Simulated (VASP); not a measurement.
Here is a VASP 6.6.1 calculation.

File INCAR:

```
ALGO = Normal
EDIFF = 1E-7
ENCUT = 520
GGA = PE
ISIF = 2
ISMEAR = 0
LASPH = T
LCHARG = F
LREAL = F
LWAVE = F
NBANDS = 19
NELM = 80
PREC = Accurate
SIGMA = 0.05
```

The input KPOINTS:

```
k-points
0
Gamma
  6 6 6
```

The input POSCAR:

```
SrCl2
1.0
    0.0000000000      3.6886867900      3.4596193403
    3.6886867900      0.0000000000      3.4596193403
    3.6886867900      3.6886867900      0.0000000000
Sr Cl
1 2
Direct
    0.0000000000      0.0000000000      0.0000000000
    0.2500000000      0.2500000000      0.2500000000
    0.7500000000      0.7500000000      0.7500000000
```

Potentials or basis: VASP PAW PBE potentials, release 64 (Sr_sv, Cl).

The run is started by

```sh
$ cat potpaw_PBE.64/Sr_sv/POTCAR potpaw_PBE.64/Cl/POTCAR > POTCAR
$ mpirun -np 1 vasp_std > vasp.out
```

**Question.** What does it give for the pressure?

**Answer.** -2.1 GPa.

**Question.** What does it give for the band gap on the k mesh?

**Answer.** 4.63 eV, indirect (least direct gap 4.86 eV).

Stress tensor (GPa, compression positive):
```
-3.04  0.00  0.00
 0.00 -3.04  0.00
 0.00  0.00 -0.14
```

 A k mesh can miss the band edges.
